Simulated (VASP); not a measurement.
A run of VASP 6.6.1 is set up as follows.

INCAR

```
  ALGO = Normal
  EDIFF = 1E-6
  ENCUT = 520
  GGA = PS
  ISIF = 2
  ISMEAR = -1
  LASPH = True
  LCHARG = False
  LREAL = False
  LWAVE = False
  NBANDS = 14
  NELM = 60
  PREC = Accurate
  SIGMA = 0.15
```

The input KPOINTS:

```
k-points
0
Gamma
  18 18 18
```

Contents of POSCAR:

```
VH2
1.0
    0.0000000000      2.0703835426      2.0703835426
    2.0703835426      0.0000000000      2.0703835426
    2.0703835426      2.0703835426      0.0000000000
V H
1 2
Direct
    0.0000000000      0.0000000000      0.0000000000
    0.2500000000      0.2500000000      0.2500000000
    0.7500000000      0.7500000000      0.7500000000
```

Potentials or basis: VASP PAW PBE potentials, release 64 (V_sv, H).

Command:

```console
$ cat potpaw_PBE.64/V_sv/POTCAR potpaw_PBE.64/H/POTCAR > POTCAR
$ mpirun -np 1 vasp_std > vasp.out
```

(1) Predict the pressure.

(2) Estimate the band gap on the k mesh.

## Answers

(1) 4.0 GPa.

(2) zero (an odd number of electrons rules out a gap without spin polarisation).

Caveat: the cell stands under pressure; the PAW data sets were made with another functional, which shifts forces and pressure a little; an odd number of electrons without spin polarisation forces a metal; a magnetic or distorted state may lie lower.
